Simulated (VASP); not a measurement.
Write the native input for VASP 6.6.1 that does the following.

```yaml
Task: single point
Functional: r2SCAN
Potentials_or_basis: VASP PAW PBE potentials, release 64 (Na_pv, H)
Cutoff: 550 eV
k_mesh: 6 × 6 × 6
Occupations: fermi-dirac, width 0.02 eV
Spin: no spin polarisation
Dipole_correction: no
Further_INCAR_settings: ALGO = Normal; EDIFF = 1e-06; NBANDS = 11
```

The system is NaH.

```
Na H
1.0
     2.99561    0.00000    0.00000
     0.00000    2.99561    0.00000
     0.00000    0.00000    2.87579
Na H
1 1
Direct
  0.00000 0.00000 0.00000
  0.50000 0.50000 0.50000
```

The input as run:

POSCAR

```
NaH
1.0
    2.9956101817      0.0000000000      0.0000000000
    0.0000000000      2.9956101817      0.0000000000
    0.0000000000      0.0000000000      2.8757857744
Na H
1 1
Direct
    0.0000000000      0.0000000000      0.0000000000
    0.5000000000      0.5000000000      0.5000000000
```

INCAR.step1

```
SYSTEM = NaH
PREC = Accurate ; ENCUT = 550
ISMEAR = -1 ; SIGMA = 0.02
LREAL = .False. ; LASPH = .True.
NELM = 120 ; NBANDS = 11
GGA = PE ; ALGO = Normal
EDIFF = 1E-5 ; LWAVE = .True.
LCHARG = .False. ; GGA_COMPAT = .False.
```

INCAR.step2

```
SYSTEM = NaH
PREC = Accurate ; ENCUT = 550
EDIFF = 1E-6 ; ISMEAR = -1
SIGMA = 0.02 ; LREAL = .False.
LASPH = .True. ; NELM = 120
ALGO = Normal ; ISIF = 2
LWAVE = .False. ; LCHARG = .False.
METAGGA = R2SCAN ; LMIXTAU = .True.
NBANDS = 11 ; ISTART = 1
GGA_COMPAT = .False.
```

KPOINTS

```
Automatic mesh
0
Gamma
  6 6 6
  0 0 0
```

Potentials or basis: VASP PAW PBE potentials, release 64 (Na_pv, H).

The run is started by

```sh
$ cat potpaw_PBE.64/Na_pv/POTCAR potpaw_PBE.64/H/POTCAR > POTCAR
$ cp INCAR.step1 INCAR
$ mpirun -np 1 vasp_std > vasp.out
$ cp INCAR.step2 INCAR
$ mpirun -np 1 vasp_std > vasp.out
```

Results of the run:

* Pressure: -0.7 GPa
* Band gap on the k mesh: 1.46 eV (least direct gap 5.05 eV)

Caveat: the PAW data sets were made with another functional, which shifts forces and pressure a little.

Run time: 23 s on 1 thread of Intel(R) Xeon(R) Platinum 8559C (Emerald Rapids) (shared host), peak memory 0.13 GiB.
